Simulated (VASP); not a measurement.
Here is a VASP 6.6.1 calculation.

INCAR

```
SYSTEM = Ta3Cu
PREC = Accurate ; ENCUT = 520
EDIFF = 1E-6 ; ISMEAR = -1
SIGMA = 0.05 ; LREAL = .False.
LASPH = .True. ; NELM = 60
ALGO = Fast ; ISIF = 2
LWAVE = .False. ; LCHARG = .False.
GGA = PS ; NBANDS = 30
```

File KPOINTS:

```
Automatic mesh
0
Gamma
  9 9 9
  0 0 0
```

The input POSCAR:

```
Ta3Cu
1.0
   -1.9655463842      1.9655463842      4.1222648751
    1.9655463842     -1.9655463842      4.1222648751
    1.9655463842      1.9655463842     -4.1222648751
Ta Cu
3 1
Direct
    0.5000000000      0.5000000000      0.0000000000
    0.2500000000      0.7500000000      0.5000000000
    0.7500000000      0.2500000000      0.5000000000
    0.0000000000      0.0000000000      0.0000000000
```

Potentials or basis: VASP PAW PBE potentials, release 64 (Ta_pv, Cu).

Run with:

```bash
$ cat potpaw_PBE.64/Ta_pv/POTCAR potpaw_PBE.64/Cu/POTCAR > POTCAR
$ mpirun -np 1 vasp_std > vasp.out
```

(1) Predict the band gap on the k mesh.

(2) What does it give for the pressure?

Results:

(1) zero (bands 22 and 23 overlap by 1.47 eV).

(2) 6.4 GPa.

Caveat: the cell stands under pressure; the PAW data sets were made with another functional, which shifts forces and pressure a little; spin-orbit coupling is left out, which moves the levels of the heavy elements.
